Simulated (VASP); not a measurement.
C, 2 atoms in the cell. The typed cell holds 2 atoms: a = 3.635 Å, b = 3.635 Å, c = 3.635 Å, α = 39.49°, β = 39.49°, γ = 39.49°.  This cell differs from its parent crystal: atom 1 (C) moved by (+0.300, +0.300) A along [1 1 0] and z.

```yaml
Program: VASP 6.6.1
Task: single point
Functional: LDA
Potentials_or_basis: VASP PAW LDA potentials, release 64 (C)
Cutoff: 520 eV
k_mesh: 12 × 12 × 12
Occupations: gaussian, width 0.05 eV
Spin: no spin polarisation
Dipole_correction: no
Further_INCAR_settings: ALGO = Normal; EDIFF = 1e-06; NBANDS = 11
```

Potentials or basis: VASP PAW LDA potentials, release 64 (C).

Launch:

```console
$ cat potpaw_LDA.64/C/POTCAR > POTCAR
$ mpirun -np 1 vasp_std > vasp.out
```

Hardware: 1 thread of Intel(R) Xeon(R) 6975P-C (Granite Rapids), with other jobs on the host.

Problem. Estimate the wall time of this run.

Solution. Wall time 100 s on 1 thread of Intel(R) Xeon(R) 6975P-C (Granite Rapids), on a shared host, peak memory 0.23 GiB. Counts: scf iterations 11, k points 868.
